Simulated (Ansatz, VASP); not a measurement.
**SnO: VASP beside Ansatz**

```
Sn O
1.0
     3.76517    0.00000    0.00000
     0.00000    3.76517    0.00000
     0.00000    0.00000    4.65222
Sn O
2 2
Cartesian
  1.8826 0.0000 1.1457
  0.0000 1.8826 3.5065
  0.0000 0.0000 0.0000
  1.8826 1.8826 0.0000
```

Alike in both runs: functional LDA; k mesh 10 × 10 × 8; occupations fermi-dirac, width 0.1 eV; no spin polarisation.

Ansatz relaxed the structure, and its values are those at the end. VASP's run is a single point on that final structure, the one shown.

|  | VASP | Ansatz |
| --- | --- | --- |
| version | VASP 6.6.1 | Ansatz 0.2.0 |
| potentials or method | VASP PAW LDA potentials, release 64 (Sn_d, O) | PAW with Ansatz's default frozen-core files, scalar-relativistic |
| plane-wave cutoff (eV) | 520 | 420 |
| valence electrons in the cell | 40 | 40 |

```csv
,VASP,Ansatz,Ansatz less VASP
pressure (GPa),0.3,0.0,-0.35
rms of the force components (eV/Å),0.048,0.001,-0.0470
```

LDA's correlation is that of Perdew and Zunger in VASP and of Perdew and Wang (1992) in Ansatz.
